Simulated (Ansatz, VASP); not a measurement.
# In in VASP and in Ansatz

The input INCAR:

```
PREC = Accurate
ENCUT = 520
EDIFF = 1E-6
ISMEAR = 0
SIGMA = 0.15
LREAL = False
LASPH = True
NELM = 80
ALGO = Fast
ISIF = 2
LWAVE = False
LCHARG = False
GGA = PE
NBANDS = 12
```

The input KPOINTS:

```
regular mesh
0
Gamma
  22 22 22
```

The input POSCAR:

```
In
1.0
   -1.6261500000      1.6261500000      2.4739500000
    1.6261500000     -1.6261500000      2.4739500000
    1.6261500000      1.6261500000     -2.4739500000
In
1
Direct
    0.0000000000      0.0000000000      0.0000000000
```

Input for Ansatz:

```yaml
crystal:
  lattice:
    - [-1.62615, 1.62615, 2.47395]
    - [1.62615, -1.62615, 2.47395]
    - [1.62615, 1.62615, -2.47395]
  atoms:
    - { symbol: In, position: [0.0, 0.0, 0.0] }
basis:
  ecutwfc: 420
kpoints:
  mp_grid: { grid: [22, 22, 22] }
hamiltonian:
  xc: pbe
scf:
  occupations: { method: gaussian, width: 0.15 }
output:
  forces: true
  stress: true
  eigenvalues: true
```

Alike in both runs: task single point; functional PBE; k mesh 22 × 22 × 22; occupations gaussian, width 0.15 eV; no spin polarisation.

|  | VASP | Ansatz |
| --- | --- | --- |
| version | VASP 6.6.1 | Ansatz 0.2.0 |
| potentials or method | VASP PAW PBE potentials, release 64 (In_d), cutoff 520 eV | scalar-relativistic, plane waves, PAW |
| valence electrons in the cell | 13 | 13 |

```csv
,VASP,Ansatz,Ansatz less VASP
gap on the k mesh at the Fermi level (eV),none,none,-
pressure (GPa),1.9,2.0,+0.06
```

A gap of «none» marks a metal or a gap that the smearing closes.
